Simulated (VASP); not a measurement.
Wanted: the native input for a VASP 6.6.1 run.

```yaml
Task: relaxation of cell and atoms
Functional: PBE
Potentials_or_basis: VASP PAW PBE potentials, release 64 (Sr_sv)
Cutoff: 600 eV
k_mesh: 12 × 12 × 12
Occupations: gaussian, width 0.1 eV
Spin: no spin polarisation
Dipole_correction: no
Further_INCAR_settings: ALGO = Fast; EDIFF = 1e-07; IBRION = 2; EDIFFG = -0.005; NSW = 100; ISIF = 3
```

The structure of Sr lies in POSCAR:

```
Sr
1.0
   -2.4250000000      2.4250000000      2.4250000000
    2.4250000000     -2.4250000000      2.4250000000
    2.4250000000      2.4250000000     -2.4250000000
Sr
1
Direct
    0.0000000000      0.0000000000      0.0000000000
```

This isn't the form of Sr at room conditions, which is fcc.

The input as run:

INCAR

```
  ALGO = Fast
  EDIFF = 1E-7
  EDIFFG = -0.005
  ENCUT = 600
  GGA = PE
  IBRION = 2
  ISIF = 3
  ISMEAR = 0
  LASPH = True
  LCHARG = False
  LREAL = False
  LWAVE = False
  NELM = 60
  NSW = 100
  PREC = Accurate
  SIGMA = 0.1
```

KPOINTS

```
k-points
0
Gamma
  12 12 12
```

Potentials or basis: VASP PAW PBE potentials, release 64 (Sr_sv).

The run is started by

```sh
$ cat potpaw_PBE.64/Sr_sv/POTCAR > POTCAR
$ mpirun -np 1 vasp_std > vasp.out
```

It gave:

```
Relaxed volume                        : 53.91 Å³/atom
Relaxed cell                          : a = 4.122 Å, b = 4.122 Å, c = 4.122 Å, α = 109.47°, β = 109.47°, γ = 109.47°
Space group after relaxing (to 0.1 Å) : Im-3m (No. 229)
Energy gained by relaxing             : 6.3 meV/atom
Ionic steps                           : 3
Pressure after relaxing               : 0.0 GPa
Band gap on the k mesh                : zero (bands 5 and 6 overlap by 0.51 eV)
```

Run time: 2 min on 1 thread of Intel(R) Xeon(R) Platinum 8488C (Sapphire Rapids), on a shared host, peak memory 0.24 GiB.
